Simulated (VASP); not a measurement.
# Si (P6/mmm) in VASP: a series of runs

Si is run at these levels: r2SCAN; tasks: single point.

Program: VASP 6.6.1. These are calculated values, not measurements. Logs are shortened: lines on timing, memory, paths and dates and some standing lists are left out, and cuts for length are marked.

## (1) The cell of the first run

The structure is hexagonal, space group P6/mmm (No. 191). Conventional cell: a = 2.660 Å, b = 2.660 Å, c = 2.540 Å, α = 90.00°, β = 90.00°, γ = 120.00°. Within 3.4 Å of Si (site symmetry 6/mmm) lie 8 Si at 2.54 to 2.66 Å.

This isn't the form of Si at room conditions, which is diamond.

## (2) Single point, r2SCAN (strain +0.015 along x and y, +0.030 along z)

POSCAR reads:

```
Si
1.0
    2.6598509571      0.0000000000      0.0000000000
   -1.3299254786      2.3034984991      0.0000000000
    0.0000000000      0.0000000000      2.5403450217
Si
1
Direct
    0.0000000000      0.0000000000      0.0000000000
```

INCAR.step1 reads:

```
ALGO = Normal
EDIFF = 1E-4
ENCUT = 520
GGA = PE
ISMEAR = 0
LASPH = T
LCHARG = F
LREAL = F
LWAVE = T
NBANDS = 8
NELM = 100
PREC = Accurate
SIGMA = 0.15
```

INCAR.step2 reads:

```
ALGO = Normal
EDIFF = 1E-6
ENCUT = 520
ISIF = 2
ISMEAR = 0
ISTART = 1
LASPH = T
LCHARG = F
LMIXTAU = T
LREAL = F
LWAVE = F
METAGGA = R2SCAN
NBANDS = 8
NELM = 100
PREC = Accurate
SIGMA = 0.15
```

KPOINTS reads:

```
k-points
0
Gamma
  24 24 20
```

Potentials or basis: VASP PAW PBE potentials, release 64 (Si).

The run is started by

```sh
$ cat potpaw_PBE.64/Si/POTCAR > POTCAR
$ cp INCAR.step1 INCAR
$ mpirun -np 1 vasp_std > vasp.out
$ cp INCAR.step2 INCAR
$ mpirun -np 1 vasp_std > vasp.out
```

OUTCAR:

```text
EDIFF = 1E-6
   ENCUT = 520
   ISIF = 2
   ISMEAR = 0
   ISTART = 1
   LASPH = T
   LREAL = F
   METAGGA = R2SCAN
   NELM = 100
   PREC = Accurate

 ion  position               nearest neighbor table
   1  0.000  0.000  0.000-

  LATTYP: Found a hexagonal cell.
 ALAT       =     2.6598509571
 C/A-ratio  =     0.9550704392

  Lattice vectors:

 A1 = (   2.6598509571,   0.0000000000,   0.0000000000)
 A2 = (  -1.3299254786,   2.3034984991,   0.0000000000)
 A3 = (   0.0000000000,   0.0000000000,   2.5403450217)

Analysis of symmetry for initial positions (statically):
=====================================================================
 Subroutine PRICEL returns:
 Original cell was already a primitive cell.

 Routine SETGRP: Setting up the symmetry group for a
 hexagonal supercell.

 Subroutine GETGRP returns: Found 24 space group operations
 (whereof 24 operations were pure point group operations)
 out of a pool of 24 trial point group operations.

The static configuration has the point symmetry D_6h.

Analysis of symmetry for dynamics (positions and initial velocities):
=====================================================================
 Subroutine PRICEL returns:
 Original cell was already a primitive cell.

 Routine SETGRP: Setting up the symmetry group for a
 hexagonal supercell.

 Subroutine GETGRP returns: Found 24 space group operations
 (whereof 24 operations were pure point group operations)
 out of a pool of 24 trial point group operations.

The dynamic configuration has the point symmetry D_6h.

 Subroutine INISYM returns: Found 24 space group operations
 (whereof 24 operations are pure point group operations),
 and found     1 'primitive' translations

----------------------------------------------------------------------------------------

                                     Primitive cell

  volume of cell :      15.5646

  direct lattice vectors                    reciprocal lattice vectors
     2.659850957  0.000000000  0.000000000     0.375960915  0.217061136  0.000000000
    -1.329925479  2.303498499  0.000000000     0.000000000  0.434122271  0.000000000
     0.000000000  0.000000000  2.540345022     0.000000000  0.000000000  0.393647316

  length of vectors
     2.659850957  2.659850957  2.540345022     0.434122271  0.434122271  0.393647316

  position of ions in fractional coordinates (direct lattice)
     0.000000000  0.000000000  0.000000000

[... 71 lines left out ...]
   LSORBIT =      F    spin-orbit coupling
   LASPH  =      T    aspherical Exc in radial PAW
   ENCUT  =  520.0 eV  38.22 Ry    6.18 a.u.   4.95  4.95  4.72*2*pi/ulx,y,z
   NELM   =    100;   NELMIN=  2; NELMDL=  0     # of ELM steps
   EDIFF  = 0.1E-05   stopping-criterion for ELM
   LREAL  =      F    real-space projection
   EDIFFG = 0.1E-04   stopping-criterion for IOM
   NSW    =      0    number of steps for IOM
   IBRION =     -1    ionic relax: 0-MD 1-quasi-New 2-CG
   NFREE  =      0    steps in history (QN), initial steepest desc. (CG)
   ISIF   =      2    stress and relaxation
   ISYM   =      2    0-nonsym 1-usesym 2-fastsym
   POTIM  = 0.5000    time-step for ionic-motion
   TEBEG  =    0.0;   TEEND  =   0.0 temperature during run
   PSTRESS=    0.0 pullay stress
   NELECT =       4.0000    total number of electrons
   NUPDOWN=      -1.0000    fix difference up-down
   EMIN   =  10.00;   EMAX   =-10.00  energy-range for DOS
   EFERMI =   0.00;   METHOD = LEGACY
   ISMEAR =     0;   SIGMA  =   0.15  broadening in eV -4-tet -1-fermi 0-gaus
   EFERMI_NEDOS =   21; number of points for ismear=-14 and -15
   IALGO  =     38    algorithm
   IMIX   =      4    mixing-type and parameters
     AMIX     =   0.40;   BMIX     =  1.00
     AMIX_MAG =   1.60;   BMIX_MAG =  1.00
  volume/ion in A,a.u.               =      15.56       105.04
  Fermi-wavevector in a.u.,A,eV,Ry     =   1.040836  1.966894 14.739721  1.083339
  Thomas-Fermi vector in A             =   2.175429
   LORBIT       =      0    0 simple, 1 ext, 2 COOP (PROOUT), +10 PAW based schemes
   METAGGA = R2SCAN    functional components
   LHFCALC =     F    Hartree Fock is set to
   AEXX    =    0.0000 exact exchange contribution
   IVDW    =     0    specifies the selected vdW correction
   LEPSILON=     F    determine dielectric tensor
   LRPA    =     F    only Hartree local field effects (RPA)
 non-spin polarized calculation
 Gauss-broadening in eV      SIGMA  =   0.15
  energy-cutoff  :      520.00
  volume of cell :       15.56
 maximum number of plane-waves:       438
 NGX is ok and might be reduce to    20
   NGX =  9   NGY =  9   NGZ =  9

 number of electron       4.0000000 magnetization

 Free energy of the ion-electron system (eV)
  ---------------------------------------------------
  ext. energy  EPLUGINS =         0.00000000
  ---------------------------------------------------
  free energy    TOTEN  =        -8.31751355 eV

  energy without entropy =       -8.31311395  energy(sigma->0) =       -8.31531375

 E-fermi :   8.9718     XC(G=0): -11.4059

 val. band max:        8.9714921622   @ k =   0.2083   0.0833   0.2500
 cond. band min:       8.9799694789   @ k =   0.2500   0.0833   0.1500
 fundamental gap:      0.0084773168
 Fermi energy:         8.9718155333

 k-point     1 :       0.0000    0.0000    0.0000
  band No.  band energies     occupation
      1      -5.4289      2.00000
      2      16.5089      0.00000
      3      16.6378      0.00000
      4      19.6454      0.00000
      5      19.6454      0.00000
      6      21.8895      0.00000
      7      21.8895      0.00000
      8      27.5180      0.00000
[... 243 lines left out ...]
 k-point    24 :       0.4583    0.0417    0.0000
  band No.  band energies     occupation
      1       0.9840      2.00000
      2       2.4640      2.00000
      3      13.4015      0.00000
      4      16.8912      0.00000
      5      21.4335      0.00000
      6      24.3050      0.00000
      7      26.3103      0.00000
      8      28.5835      0.00000

 [... further k-points ...]
[... 5 lines left out ...]
  --------------------------------------------------------------------------------------
  -------------------------------------------------------------------------------------
  Total       -0.2940269     -0.2940269     -0.7088389      0.0000000     -0.0000000      0.0000000
  in kB      -30.2663212    -30.2663212    -72.9659420      0.0000000     -0.0000000      0.0000000
  external PRESSURE =     -44.4995281 kB  Pullay stress =       0.0000000 kB

 VOLUME and BASIS-vectors are now :
 -----------------------------------------------------------------------------
  energy-cutoff  :      520.00
  volume of cell :       15.56
      direct lattice vectors                 reciprocal lattice vectors
     2.659850957  0.000000000  0.000000000     0.375960915  0.217061136  0.000000000
    -1.329925479  2.303498499  0.000000000     0.000000000  0.434122271  0.000000000
     0.000000000  0.000000000  2.540345022     0.000000000  0.000000000  0.393647316

 POSITION                                       TOTAL-FORCE (eV/Angst)
 -----------------------------------------------------------------------------------
      0.00000      0.00000      0.00000         0.000000      0.000000      0.000000
 -----------------------------------------------------------------------------------
    total drift:                               -0.000000      0.000000      0.000000

  FREE ENERGIE OF THE ION-ELECTRON SYSTEM (eV)
  ---------------------------------------------------
  free  energy   TOTEN  =        -8.3175135527 eV

  energy  without entropy=       -8.3131139523  energy(sigma->0) =       -8.31531375
```

OUTCAR.step1:

```text
EDIFF = 1E-4
   ENCUT = 520
   GGA = PE
   ISMEAR = 0
   LASPH = T
[... 481 lines left out ...]

 POSITION                                       TOTAL-FORCE (eV/Angst)
 -----------------------------------------------------------------------------------
      0.00000      0.00000      0.00000         0.000000      0.000000      0.000000
 -----------------------------------------------------------------------------------
    total drift:                               -0.000000     -0.000000      0.000000

  FREE ENERGIE OF THE ION-ELECTRON SYSTEM (eV)
  ---------------------------------------------------
  free  energy   TOTEN  =        -5.1109849491 eV

  energy  without entropy=       -5.1064681358  energy(sigma->0) =       -5.10872654
```

It took 84 s on 1 thread of Intel Xeon 6975P-C (Granite Rapids), shared host; peak memory 0.17 GiB.

Results:

| Property | Result |
| --- | --- |
| Free energy | -8.3175 eV |
| Pressure | -4.4 GPa |
| Band gap on the k mesh | zero (bands 2 and 3 overlap by 12.07 eV) |

Stress tensor (GPa, compression positive):
```
-3.03  0.00  0.00
 0.00 -3.03  0.00
 0.00  0.00 -7.30
```

Caveat: the cell differs from its parent crystal (strain +0.015 along x and y, +0.030 along z); the cell stands under tension; the PAW data sets were made with another functional, which shifts forces and pressure a little.

## (3) Single point, r2SCAN (strain +0.030 along x and y, +0.015 along z)

POSCAR reads:

```
Si
1.0
    2.6991590993      0.0000000000      0.0000000000
   -1.3495795497      2.3375403489      0.0000000000
    0.0000000000      0.0000000000      2.5033497058
Si
1
Direct
    0.0000000000      0.0000000000      0.0000000000
```

INCAR.step1 reads:

```
SYSTEM = Si
ALGO = Normal
EDIFF = 1E-4
ENCUT = 520
GGA = PE
ISMEAR = 0
LASPH = .TRUE.
LCHARG = .FALSE.
LREAL = .FALSE.
LWAVE = .TRUE.
NBANDS = 8
NELM = 60
PREC = Accurate
SIGMA = 0.15
```

INCAR.step2 reads:

```
SYSTEM = Si
ALGO = Normal
EDIFF = 1E-6
ENCUT = 520
ISIF = 2
ISMEAR = 0
ISTART = 1
LASPH = .TRUE.
LCHARG = .TRUE.
LELF = .TRUE.
LMIXTAU = .TRUE.
LREAL = .FALSE.
LVHAR = .TRUE.
LWAVE = .FALSE.
METAGGA = R2SCAN
NBANDS = 8
NELM = 60
PREC = Accurate
SIGMA = 0.15
```

KPOINTS reads:

```
k-points
0
G
  24 24 20
  0 0 0
```

Potentials or basis: VASP PAW PBE potentials, release 64 (Si).

The run is started by

```sh
$ cat potpaw_PBE.64/Si/POTCAR > POTCAR
$ cp INCAR.step1 INCAR
$ mpirun -np 1 vasp_std > vasp.out
$ cp INCAR.step2 INCAR
$ mpirun -np 1 vasp_std > vasp.out
```

It took 83 s on 1 thread of Intel Xeon 6975P-C (Granite Rapids), shared host; peak memory 0.18 GiB.

The run converged. Its results:

```
Free energy            : -8.3126 eV
Pressure               : -5.5 GPa
Band gap on the k mesh : zero (bands 2 and 3 overlap by 12.45 eV)
```

Stress tensor (GPa, compression positive):
```
-6.05  0.00  0.00
 0.00 -6.05  0.00
 0.00  0.00 -4.34
```

Levels at points of the mesh, in eV from the Fermi level:
| k point | band 1 | band 2 | band 3 | band 4 | band 5 |
| --- | --- | --- | --- | --- | --- |
| (0.00, 0.00, 0.00) | -14.28 | 7.90 | 8.32 | 9.92 | 9.92 |
| (0.50, 0.00, 0.00) | -7.97 | -6.79 | 4.91 | 6.66 | 13.01 |
| (0.00, 0.00, 0.50) | -9.33 | -7.09 | 13.66 | 13.66 | 15.37 |
| (0.50, 0.00, 0.50) | -2.93 | -2.32 | -2.07 | 2.03 | 8.67 |

Caveat: the cell differs from its parent crystal (strain +0.030 along x and y, +0.015 along z); the cell stands under tension; the PAW data sets were made with another functional, which shifts forces and pressure a little.

(Continued in part 2 of 2.)
